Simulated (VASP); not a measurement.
A run of VASP 6.6.1:

Contents of INCAR:

```
  PREC = Accurate
  ENCUT = 910
  EDIFF = 1E-6
  ISMEAR = -1
  SIGMA = 0.05
  LREAL = Auto
  LASPH = True
  NELM = 120
  ALGO = Normal
  ISIF = 2
  LWAVE = False
  LCHARG = False
  GGA = PE
  IVDW = 12
  NBANDS = 64
  GGA_COMPAT = False
```

KPOINTS

```
Automatic mesh
0
Gamma
  1 1 1
```

POSCAR

```
H4C2O3
1.0
    6.9437670000      0.0000000000      0.0000000000
    0.0000000000      6.9437670000      0.0000000000
    0.0000000000      0.0000000000      6.9437670000
O C H
9 6 12
Direct
    0.3505733991      0.5803478141      0.5055469171
    0.1463758793      0.4966900531      0.2604782102
    0.4277217251      0.6874078580      1.0348849551
    0.2662243707      0.9256791018      0.8639978847
    0.9107304436      0.8486459871      0.5997609079
    0.6669290603      0.8425109886      0.8030367378
    0.7434581258      0.3484995968      0.2591820837
    0.9257655103      0.2469696924      0.7000234887
    0.3546922009      0.0489215724      0.3705625491
    0.2760317274      0.4597072454      0.3735580413
    0.2806833812      0.8133049395      0.9971964785
    0.7701871333      0.7705903726      0.6784213814
    0.8090565251      0.4882220270      0.1735513303
    1.0450523469      0.3730971964      0.7490746737
    0.5237214901      0.0737063902      0.4079485962
    0.3482547729      0.7150873582      0.4890861113
    0.3270415036      0.3062170721      0.4162150026
    0.5532443701      0.7183276743      0.9548419467
    0.1797727372      0.8051681458      1.1140494778
    0.9605161003      0.9882100019      0.6354763920
    0.7370639021      0.6235808316      0.6251217819
    0.8878754140      0.6052190403      0.2291263517
    0.7874112135      0.4863786472      0.0058181676
    1.0476878040      0.5184793787      0.6912098289
    1.1843139322      0.3569676229      0.8577476750
    0.5705980630      0.1947934025      0.5063101916
    0.6429363197      0.0264121766      0.3241036170
```

Potentials or basis: VASP PAW PBE potentials, release 64 (O_h, C_h, H_h).

Command:

```console
$ cat potpaw_PBE.64/O_h/POTCAR potpaw_PBE.64/C_h/POTCAR potpaw_PBE.64/H_h/POTCAR > POTCAR
$ mpirun -np 1 vasp_gam > vasp.out
```

Hardware: 1 thread of Intel(R) Xeon(R) 6975P-C (Granite Rapids), with other jobs on the host.

Problem. How long does it take, and how much memory?

Solution. Wall time 54 s on 1 thread of Intel(R) Xeon(R) 6975P-C (Granite Rapids), with other jobs on the host, peak memory 0.64 GiB. Counts: scf iterations 16, k points 1.
